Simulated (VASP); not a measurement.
# LiH (Fm-3m) in VASP: a series of runs

The runs below take LiH through relaxation of the atoms, with r2SCAN.

All numbers are computed with VASP 6.6.1; they aren't measurements. Logs are shortened: lines on timing, memory, paths and dates and some standing lists are left out, and cuts for length are marked.

### Step 1. The cell of the first run

The structure is cubic, space group Fm-3m (No. 225). Conventional cell: a = 3.976 Å, b = 3.976 Å, c = 3.976 Å, α = 90.00°, β = 90.00°, γ = 90.00°. Li (site symmetry m-3m) has 6 H at 1.99 Å within 2.6 Å. Within 2.6 Å of H (site symmetry m-3m) lie 6 Li at 1.99 Å.

### Step 2. Relaxation of the atoms, r2SCAN

Contents of POSCAR:

```
LiH
1.0
    0.0000000000      1.9880513100      1.9880513100
    1.9880513100      0.0000000000      1.9880513100
    1.9880513100      1.9880513100      0.0000000000
Li H
1 1
Direct
    0.0000000000      0.0000000000      0.0000000000
    0.5000000000      0.5000000000      0.5000000000
```

Contents of INCAR.step1:

```
ALGO     = Normal         # electronic algorithm
EDIFF    = 1E-4           # SCF threshold, eV
ENCUT    = 520            # plane-wave cutoff, eV
GGA      = PE             # functional
ISMEAR   = -1             # smearing method
LASPH    = True           # aspherical terms in the spheres
LCHARG   = False          # write CHGCAR
LREAL    = False          # projectors in reciprocal space
LWAVE    = True           # write WAVECAR
NELM     = 60             # most SCF steps
PREC     = Accurate       # precision mode
SIGMA    = 0.02           # smearing width, eV
```

Contents of INCAR.step2:

```
ALGO     = Normal         # electronic algorithm
EDIFF    = 1E-6           # SCF threshold, eV
EDIFFG   = -0.01          # ionic threshold
ENCUT    = 520            # plane-wave cutoff, eV
IBRION   = 2              # ionic algorithm
ISIF     = 2              # what is computed and relaxed
ISMEAR   = -1             # smearing method
ISTART   = 1            
LASPH    = True           # aspherical terms in the spheres
LCHARG   = False          # write CHGCAR
LMIXTAU  = True         
LREAL    = False          # projectors in reciprocal space
LWAVE    = False          # write WAVECAR
METAGGA  = R2SCAN         # meta-GGA
NELM     = 60             # most SCF steps
NSW      = 50             # ionic steps
PREC     = Accurate       # precision mode
SIGMA    = 0.02           # smearing width, eV
```

Contents of KPOINTS:

```
k-points
0
Gamma
  12 12 12
```

Potentials or basis: VASP PAW PBE potentials, release 64 (Li_sv, H).

Command:

```
$ cat potpaw_PBE.64/Li_sv/POTCAR potpaw_PBE.64/H/POTCAR > POTCAR
$ cp INCAR.step1 INCAR
$ mpirun -np 1 vasp_std > vasp.out
$ cp INCAR.step2 INCAR
$ mpirun -np 1 vasp_std > vasp.out
```

OUTCAR:

```text
EDIFF = 1E-6
   EDIFFG = -0.01
   ENCUT = 520
   IBRION = 2
   ISIF = 2
   ISMEAR = -1
   ISTART = 1
   LASPH = True
   LREAL = False
   METAGGA = R2SCAN
   NELM = 60
   NSW = 50
   PREC = Accurate

 ion  position               nearest neighbor table
   1  0.000  0.000  0.000-
   2  0.500  0.500  0.500-

  LATTYP: Found a face centered cubic cell.
 ALAT       =     3.9761026200

  Lattice vectors:

 A1 = (   0.0000000000,   1.9880513100,   1.9880513100)
 A2 = (   1.9880513100,   0.0000000000,   1.9880513100)
 A3 = (   1.9880513100,   1.9880513100,   0.0000000000)

Analysis of symmetry for initial positions (statically):
=====================================================================
 Subroutine PRICEL returns:
 Original cell was already a primitive cell.

 Routine SETGRP: Setting up the symmetry group for a
 face centered cubic supercell.

 Subroutine GETGRP returns: Found 48 space group operations
 (whereof 48 operations were pure point group operations)
 out of a pool of 48 trial point group operations.

The static configuration has the point symmetry O_h .

Analysis of symmetry for dynamics (positions and initial velocities):
=====================================================================
 Subroutine PRICEL returns:
 Original cell was already a primitive cell.

 Routine SETGRP: Setting up the symmetry group for a
 face centered cubic supercell.

 Subroutine GETGRP returns: Found 48 space group operations
 (whereof 48 operations were pure point group operations)
 out of a pool of 48 trial point group operations.

The dynamic configuration has the point symmetry O_h .

 Subroutine INISYM returns: Found 48 space group operations
 (whereof 48 operations are pure point group operations),
 and found     1 'primitive' translations

----------------------------------------------------------------------------------------

                                     Primitive cell

  volume of cell :      15.7149

  direct lattice vectors                    reciprocal lattice vectors
     0.000000000  1.988051310  1.988051310    -0.251502563  0.251502563  0.251502563
     1.988051310  0.000000000  1.988051310     0.251502563 -0.251502563  0.251502563
     1.988051310  1.988051310  0.000000000     0.251502563  0.251502563 -0.251502563

  length of vectors
     2.811529125  2.811529125  2.811529125     0.435615217  0.435615217  0.435615217

  position of ions in fractional coordinates (direct lattice)
     0.000000000  0.000000000  0.000000000
     0.500000000  0.500000000  0.500000000

  ion indices of the primitive-cell ions
   primitive index   ion index
                 1           1
                 2           2

----------------------------------------------------------------------------------------

 KPOINTS: k-points

Automatic generation of k-mesh.
 Grid dimensions read from file:
 generate k-points for:   12   12   12

 Generating k-lattice:

  Cartesian coordinates                     Fractional coordinates (reciprocal lattice)
    -0.020958547  0.020958547  0.020958547     0.083333333  0.000000000  0.000000000
     0.020958547 -0.020958547  0.020958547     0.000000000  0.083333333  0.000000000
     0.020958547  0.020958547 -0.020958547     0.000000000  0.000000000  0.083333333

  Length of vectors
     0.036301268  0.036301268  0.036301268

  Shift w.r.t. Gamma in fractional coordinates (k-lattice)
     0.000000000  0.000000000  0.000000000

 Subroutine IBZKPT returns following result:
 ===========================================

 Found     72 irreducible k-points:

 Following reciprocal coordinates:
            Coordinates               Weight
  0.000000  0.000000  0.000000      1.000000
  0.083333  0.000000  0.000000      8.000000
  0.166667  0.000000  0.000000      8.000000
  0.250000  0.000000  0.000000      8.000000
  0.333333  0.000000  0.000000      8.000000
  0.416667  0.000000  0.000000      8.000000
[... 16 lines left out ...]
  0.500000  0.166667  0.000000     24.000000
 -0.416667  0.166667  0.000000     24.000000
 [... further k-points ...]
   k-points           NKPTS =     72   k-points in BZ     NKDIM =     72   number of bands    NBANDS=      6
   number of dos      NEDOS =    301   number of ions     NIONS =      2
   total plane-waves  NPLWV =  13824
   dimension x,y,z NGX =    24 NGY =   24 NGZ =   24
   dimension x,y,z NGXF=    48 NGYF=   48 NGZF=   48
   ions per type =               1   1
   NGX,Y,Z   is equivalent  to a cutoff of  14.19, 14.19, 14.19 a.u.
   NGXF,Y,Z  is equivalent  to a cutoff of  28.38, 28.38, 28.38 a.u.
 SYSTEM =  unknown system
   PREC   = accura    normal or accurate (medium, high low for compatibility)
   ISTART =      1    job   : 0-new  1-cont  2-samecut
   ICHARG =      0    charge: 1-file 2-atom 10-const
   ISPIN  =      1    spin polarized calculation?
   LNONCOLLINEAR =      F non collinear calculations
   LSORBIT =      F    spin-orbit coupling
   LASPH  =      T    aspherical Exc in radial PAW
   ENCUT  =  520.0 eV  38.22 Ry    6.18 a.u.   5.23  5.23  5.23*2*pi/ulx,y,z
   NELM   =     60;   NELMIN=  2; NELMDL=  0     # of ELM steps
   EDIFF  = 0.1E-05   stopping-criterion for ELM
   LREAL  =      F    real-space projection
   EDIFFG = -.1E-01   stopping-criterion for IOM
   NSW    =     50    number of steps for IOM
   IBRION =      2    ionic relax: 0-MD 1-quasi-New 2-CG
   NFREE  =      1    steps in history (QN), initial steepest desc. (CG)
   ISIF   =      2    stress and relaxation
   ISYM   =      2    0-nonsym 1-usesym 2-fastsym
   POTIM  = 0.5000    time-step for ionic-motion
   TEBEG  =    0.0;   TEEND  =   0.0 temperature during run
   PSTRESS=    0.0 pullay stress
   NELECT =       4.0000    total number of electrons
   NUPDOWN=      -1.0000    fix difference up-down
   EMIN   =  10.00;   EMAX   =-10.00  energy-range for DOS
   EFERMI =   0.00;   METHOD = LEGACY
   ISMEAR =    -1;   SIGMA  =   0.02  broadening in eV -4-tet -1-fermi 0-gaus
   EFERMI_NEDOS =   21; number of points for ismear=-14 and -15
   IALGO  =     38    algorithm
   IMIX   =      4    mixing-type and parameters
     AMIX     =   0.40;   BMIX     =  1.00
     AMIX_MAG =   1.60;   BMIX_MAG =  1.00
  volume/ion in A,a.u.               =       7.86        53.02
  Fermi-wavevector in a.u.,A,eV,Ry     =   1.037506  1.960602 14.645563  1.076418
  Thomas-Fermi vector in A             =   2.171947
   LORBIT       =      0    0 simple, 1 ext, 2 COOP (PROOUT), +10 PAW based schemes
   METAGGA = R2SCAN    functional components
   LHFCALC =     F    Hartree Fock is set to
   AEXX    =    0.0000 exact exchange contribution
   IVDW    =     0    specifies the selected vdW correction
   LEPSILON=     F    determine dielectric tensor
   LRPA    =     F    only Hartree local field effects (RPA)
 conjugate gradient relaxation of ions
 non-spin polarized calculation
  energy-cutoff  :      520.00
  volume of cell :       15.71
 maximum number of plane-waves:       444
 NGX is ok and might be reduce to    24
   NGX = 11   NGY = 11   NGZ = 11

 number of electron       3.9999997 magnetization

 Free energy of the ion-electron system (eV)
  ---------------------------------------------------
  ext. energy  EPLUGINS =         0.00000000
  ---------------------------------------------------
  free energy    TOTEN  =        -6.81697542 eV

  energy without entropy =       -6.81697542  energy(sigma->0) =       -6.81697542

 E-fermi :   0.3070     XC(G=0):  -8.9090

 val. band max:       -0.0738769224   @ k =   0.5000   0.5000   0.0000
 cond. band min:       3.4939258822   @ k =   0.5000   0.5000   0.0000
 fundamental gap:      3.5678028046
 Fermi energy:         0.3069873130

 k-point     1 :       0.0000    0.0000    0.0000
  band No.  band energies     occupation
      1     -45.7835      2.00000
      2      -5.6129      2.00000
      3      17.8960      0.00000
      4      19.5910      0.00000
      5      19.5910      0.00000
      6      19.5915      0.00000

 k-point     2 :       0.0833    0.0000    0.0000
  band No.  band energies     occupation
      1     -45.7803      2.00000
      2      -5.4867      2.00000
      3      16.5730      0.00000
      4      18.8180      0.00000
      5      19.2486      0.00000
      6      19.2490      0.00000

 k-point     3 :       0.1667    0.0000    0.0000
  band No.  band energies     occupation
      1     -45.7713      2.00000
      2      -5.1143      2.00000
      3      13.6642      0.00000
      4      17.6844      0.00000
      5      18.6425      0.00000
      6      18.6429      0.00000

 k-point     4 :       0.2500    0.0000    0.0000
  band No.  band energies     occupation
      1     -45.7591      2.00000
      2      -4.5229      2.00000
      3      10.6870      0.00000
      4      16.6298      0.00000
      5      18.1944      0.00000
      6      18.1947      0.00000

 k-point     5 :       0.3333    0.0000    0.0000
  band No.  band energies     occupation
      1     -45.7468      2.00000
      2      -3.7881      2.00000
      3       8.1488      0.00000
      4      15.7962      0.00000
      5      18.0369      0.00000
      6      18.0373      0.00000

 k-point     6 :       0.4167    0.0000    0.0000
  band No.  band energies     occupation
      1     -45.7378      2.00000
      2      -3.0928      2.00000
      3       6.3457      0.00000
      4      15.2687      0.00000
      5      18.1608      0.00000
      6      18.1612      0.00000

 k-point     7 :       0.5000    0.0000    0.0000
  band No.  band energies     occupation
      1     -45.7344      2.00000
      2      -2.7818      2.00000
      3       5.6638      0.00000
      4      15.0905      0.00000
      5      18.3263      0.00000
      6      18.3268      0.00000

 k-point     8 :       0.0833    0.0833    0.0000
  band No.  band energies     occupation
      1     -45.7793      2.00000
      2      -5.4431      2.00000
      3      16.7266      0.00000
      4      18.1322      0.00000
      5      18.1325      0.00000
      6      20.5066      0.00000
[... 91 lines left out ...]
 k-point    19 :       0.1667    0.1667    0.0000
  band No.  band energies     occupation
      1     -45.7674      2.00000
      2      -4.9237      2.00000
      3      14.4788      0.00000
      4      15.9853      0.00000
      5      15.9855      0.00000
      6      19.4660      0.00000

 k-point    20 :       0.2500    0.1667    0.0000
  band No.  band energies     occupation
      1     -45.7582      2.00000
      2      -4.4534      2.00000
      3      12.3499      0.00000
      4      14.6227      0.00000
      5      15.1605      0.00000
      6      19.5719      0.00000

 k-point    21 :       0.3333    0.1667    0.0000
  band No.  band energies     occupation
      1     -45.7471      2.00000
      2      -3.7746      2.00000
      3       9.7385      0.00000
      4      13.2587      0.00000
      5      14.7193      0.00000
      6      19.1443      0.00000

 k-point    22 :       0.4167    0.1667    0.0000
  band No.  band energies     occupation
      1     -45.7371      2.00000
      2      -2.9886      2.00000
      3       7.4758      0.00000
      4      12.2125      0.00000
      5      14.6715      0.00000
      6      18.4466      0.00000

 k-point    23 :       0.5000    0.1667    0.0000
  band No.  band energies     occupation
      1     -45.7309      2.00000
      2      -2.3478      2.00000
      3       6.0201      0.00000
      4      11.5061      0.00000
      5      15.0207      0.00000
      6      17.8631      0.00000

 k-point    24 :      -0.4167    0.1667    0.0000
  band No.  band energies     occupation
      1     -45.7300      2.00000
      2      -2.2544      2.00000
      3       5.8345      0.00000
      4      11.1398      0.00000
      5      15.7664      0.00000
      6      17.5058      0.00000

 [... further k-points ...]
[... 5 lines left out ...]
  --------------------------------------------------------------------------------------
  -------------------------------------------------------------------------------------
  Total        0.0312948      0.0312948      0.0312948      0.0000000     -0.0000000      0.0000000
  in kB        3.1905832      3.1905832      3.1905832      0.0000000     -0.0000000      0.0000000
  external PRESSURE =       3.1905832 kB  Pullay stress =       0.0000000 kB

 VOLUME and BASIS-vectors are now :
 -----------------------------------------------------------------------------
  energy-cutoff  :      520.00
  volume of cell :       15.71
      direct lattice vectors                 reciprocal lattice vectors
     0.000000000  1.988051310  1.988051310    -0.251502563  0.251502563  0.251502563
     1.988051310  0.000000000  1.988051310     0.251502563 -0.251502563  0.251502563
     1.988051310  1.988051310  0.000000000     0.251502563  0.251502563 -0.251502563

 POSITION                                       TOTAL-FORCE (eV/Angst)
 -----------------------------------------------------------------------------------
      0.00000      0.00000      0.00000        -0.000000      0.000000      0.000000
      1.98805      1.98805      1.98805         0.000000     -0.000000     -0.000000
 -----------------------------------------------------------------------------------
    total drift:                                0.000000     -0.000000     -0.000000

  FREE ENERGIE OF THE ION-ELECTRON SYSTEM (eV)
  ---------------------------------------------------
  free  energy   TOTEN  =        -6.8169754181 eV

  energy  without entropy=       -6.8169754181  energy(sigma->0) =       -6.81697542

 reached required accuracy - stopping structural energy minimisation
```

Wall time 70 s (1 thread of Oxide Virtual Turin-like, shared host); peak memory 0.1 GiB.

Results:

* Free energy: -6.8170 eV
* Band gap on the k mesh: 3.57 eV

Final structure:
```
CELL_PARAMETERS angstrom
0.00000 1.98805 1.98805
1.98805 0.00000 1.98805
1.98805 1.98805 0.00000
ATOMIC_POSITIONS crystal
Li 0.00000 0.00000 0.00000
H 0.50000 0.50000 0.50000
```

Caveat: the cutoff is under 1.25 times the usual one of these potentials, so pressure, stress and relaxed cells hold a basis-set (Pulay) error; the relaxation stopped at its first step, so nothing moved; the PAW data sets were made with another functional, which shifts forces and pressure a little. A k mesh can miss the band edges.

(Part 1 of 2 ends here.)
